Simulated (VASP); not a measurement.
# Se (P3_121) in VASP: notebook, part 2 of 2

VASP 6.6.1. Earlier steps stand in the parts before.

### 3 Relaxation of cell and atoms, LDA

This run uses another cell than the first one, of 24.50 Å³/atom.

File INCAR:

```
SYSTEM = Se
ALGO = Normal
EDIFF = 1E-6
EDIFFG = -0.005
ENCUT = 600
GGA = CA
IBRION = 2
ISIF = 3
ISMEAR = 0
LASPH = .TRUE.
LCHARG = .FALSE.
LREAL = .FALSE.
LWAVE = .FALSE.
NELM = 100
NSW = 70
PREC = Accurate
SIGMA = 0.02
```

File KPOINTS:

```
k-points
0
G
  12 12 8
  0 0 0
```

File POSCAR:

```
Se
1.0
    4.0681465709      0.0000000000      0.0000000000
   -2.0340732855      3.5231182767      0.0000000000
    0.0000000000      0.0000000000      5.1277306261
Se
3
Direct
    0.2473450702      0.0000000000      0.3333333333
    0.0000000000      0.2473450702      0.6666666667
    0.7526549298      0.7526549298      0.0000000000
```

Potentials or basis: VASP PAW LDA potentials, release 64 (Se).

The run is started by

```
cat potpaw_LDA.64/Se/POTCAR > POTCAR
mpirun -np 1 vasp_std > vasp.out
```

OUTCAR:

```text
SYSTEM = Se
   EDIFF = 1E-6
   EDIFFG = -0.005
   ENCUT = 600
   GGA = CA
   IBRION = 2
   ISIF = 3
   ISMEAR = 0
   LASPH = .TRUE.
   LREAL = .FALSE.
   NELM = 100
   NSW = 70
   PREC = Accurate

 ion  position               nearest neighbor table
   1  0.247  0.000  0.333-   3 2.44   2 2.44
   2  0.000  0.247  0.667-   3 2.44   1 2.44
   3  0.753  0.753  0.000-   1 2.44   2 2.44

  LATTYP: Found a hexagonal cell.
 ALAT       =     4.0681465709
 C/A-ratio  =     1.2604586725

  Lattice vectors:

 A1 = (   4.0681465709,   0.0000000000,   0.0000000000)
 A2 = (  -2.0340732855,   3.5231182767,   0.0000000000)
 A3 = (   0.0000000000,   0.0000000000,   5.1277306261)

Analysis of symmetry for initial positions (statically):
=====================================================================
 Subroutine PRICEL returns:
 Original cell was already a primitive cell.

 Routine SETGRP: Setting up the symmetry group for a
 hexagonal supercell.

 Subroutine GETGRP returns: Found  6 space group operations
 (whereof  2 operations were pure point group operations)
 out of a pool of 24 trial point group operations.

The static configuration has the point symmetry C_2 .
 The point group associated with its full space group is D_3 .

Analysis of symmetry for dynamics (positions and initial velocities):
=====================================================================
 Subroutine PRICEL returns:
 Original cell was already a primitive cell.

 Routine SETGRP: Setting up the symmetry group for a
 hexagonal supercell.
[... 283 lines left out ...]
      8       2.4021      2.00000
      9       3.6468      2.00000
     10       5.6576      0.00000
     11       5.6576      0.00000
     12       6.3253      0.00000
     13      10.5592      0.00000
[... 356 lines left out ...]
      2      -8.6060      2.00000
      3      -6.9725      2.00000
      4      -0.4804      2.00000
      5      -0.0897      2.00000
      6       0.7907      2.00000
      7       2.8712      2.00000
      8       3.3266      2.00000
      9       3.7369      2.00000
     10       5.2083      0.00000
     11       5.4248      0.00000
     12       6.1374      0.00000
     13       9.5768      0.00000

 [... further k-points ...]

[... ionic steps 4 to 8 ...]

--------------------------------------- Ionic step        9  -------------------------------------------

 number of electron      18.0000002 magnetization

------------------------ aborting loop because EDIFF is reached ----------------------------------------
[... 69 lines left out ...]
--------------------------------------- Ionic step       11  -------------------------------------------

 number of electron      18.0000002 magnetization

 Free energy of the ion-electron system (eV)
  ---------------------------------------------------
  ext. energy  EPLUGINS =         0.00000000
  ---------------------------------------------------
  free energy    TOTEN  =       -12.47849288 eV

  energy without entropy =      -12.47849288  energy(sigma->0) =      -12.47849288

 E-fermi :   4.5909     XC(G=0): -10.0090

 val. band max:        4.4445638115   @ k =   0.3333   0.3333   0.5000
 cond. band min:       4.7096596089   @ k =   0.3333   0.3333   0.5000
 fundamental gap:      0.2650957974
 Fermi energy:         4.5908593616

 k-point     1 :       0.0000    0.0000    0.0000
  band No.  band energies     occupation
      1     -11.9104      2.00000
      2      -7.7235      2.00000
      3      -7.7235      2.00000
      4       0.6893      2.00000
      5       1.0214      2.00000
      6       1.0214      2.00000
      7       2.4639      2.00000
      8       2.4639      2.00000
      9       3.7278      2.00000
     10       5.7481      0.00000
     11       5.7481      0.00000
     12       6.4254      0.00000
     13      10.6182      0.00000
[... 398 lines left out ...]
  FREE ENERGIE OF THE ION-ELECTRON SYSTEM (eV)
  ---------------------------------------------------
  free  energy   TOTEN  =       -12.4784928803 eV

  energy  without entropy=      -12.4784928803  energy(sigma->0) =      -12.47849288

 reached required accuracy - stopping structural energy minimisation
```

OSZICAR:

```text
N       E                     dE             d eps       ncg     rms          rms(c)
DAV:   1     0.913614721325E+02    0.91361E+02   -0.81644E+03  3406   0.131E+03
DAV:   2    -0.592902999351E+01   -0.97291E+02   -0.93009E+02  4505   0.187E+02
DAV:   3    -0.124831574189E+02   -0.65541E+01   -0.64966E+01  4181   0.556E+01
[... 81 lines left out ...]
       N       E                     dE             d eps       ncg     rms          rms(c)
DAV:   1    -0.124785504308E+02   -0.77816E-04   -0.47151E-03  3406   0.418E-01    0.406E-02
DAV:   2    -0.124785077772E+02    0.42654E-04   -0.12306E-04  3916   0.770E-02    0.217E-02
DAV:   3    -0.124784929581E+02    0.14819E-04   -0.42070E-05  3826   0.399E-02    0.520E-03
DAV:   4    -0.124784928803E+02    0.77802E-07   -0.23597E-06  3296   0.113E-02
  11 F= -.12478493E+02 E0= -.12478493E+02  d E =-.147035E-03
```

CONTCAR:

```text
Se
   1.00000000000000
     3.9456805436661617    0.0000000000017093    0.0000000000000000
    -1.9728402718800955    3.4170595860156885    0.0000000000000000
     0.0000000000000000   -0.0000000000000000    5.1276475620233342
  Se
     3
Direct
     0.2560826248578312    0.0000000000000013    0.3333333332999970
     0.0000000000000009    0.2560826248578308    0.6666666667000030
     0.7439173751421677    0.7439173751421680    0.0000000000000000

  0.00000000E+00  0.00000000E+00  0.00000000E+00
  0.00000000E+00  0.00000000E+00  0.00000000E+00
  0.00000000E+00  0.00000000E+00  0.00000000E+00
```

Run time: 17 min. Hardware: 1 thread of Intel Xeon 8259CL, shared host; peak memory 0.28 GiB.

Results:

| Quantity | Value |
| --- | --- |
| Free energy | -12.4785 eV |
| Relaxed volume | 23.04 Å³/atom |
| Relaxed cell | a = 3.946 Å, b = 3.946 Å, c = 5.128 Å, α = 90.00°, β = 90.00°, γ = 120.00° |
| Space group after relaxing (to 0.1 Å) | P3_121 (No. 152) |
| Energy gained by relaxing | 8.3 meV/atom |
| Ionic steps | 11 |
| Pressure after relaxing | 0.0 GPa |
| Largest force after relaxing | 0.003 eV/Å |
| Band gap on the k mesh | 0.27 eV |

Forces on the atoms (eV/Å):
```
Se   0.003  0.000  0.000
Se  -0.002  0.003  0.000
Se  -0.002 -0.003  0.000
```

Step by step:
```
step  energy change (eV)  largest force (eV/Å)  pressure (GPa)  volume (Å³)
   1              0.0000                0.0643           -1.98        73.49
   2             -0.0065                0.3043            1.32        70.33
   3             -0.0123                0.1490           -0.10        71.59
   4             -0.0159                0.1223           -0.07        71.16
   5             -0.0229                0.0507            0.07        69.87
   6             -0.0190                0.0594            0.72        67.31
   7             -0.0244                0.0146            0.23        69.01
   8             -0.0238                0.0574           -0.58        69.59
   9             -0.0246                0.0119           -0.06        69.22
  10             -0.0248                0.0024           -0.03        69.17
  11             -0.0248                0.0034           -0.01        69.13
```

Final structure:
```
CELL_PARAMETERS angstrom
3.94568 0.00000 0.00000
-1.97284 3.41706 0.00000
0.00000 0.00000 5.12765
ATOMIC_POSITIONS crystal
Se 0.25608 0.00000 0.33333
Se 0.00000 0.25608 0.66667
Se 0.74392 0.74392 0.00000
```

Levels at points of the mesh, in eV from the valence-band top:
```
           k point  band 6  band 7  band 8  band 9  band 10  band 11  band 12  band 13
(0.00, 0.00, 0.00)   -3.42   -1.98   -1.98   -0.72     1.30     1.30     1.98     6.17
(0.50, 0.00, 0.00)   -4.13   -4.03   -1.45   -1.01     1.20     1.39     3.89     4.33
(0.00, 0.00, 0.50)   -3.18   -1.52   -1.33   -1.33     0.72     0.72     0.72     5.24
(0.50, 0.00, 0.50)   -4.41   -2.76   -2.29   -0.20     1.08     2.36     2.99     5.72
```

Caveat: semilocal functionals underestimate gaps, and a narrow one can read as zero.
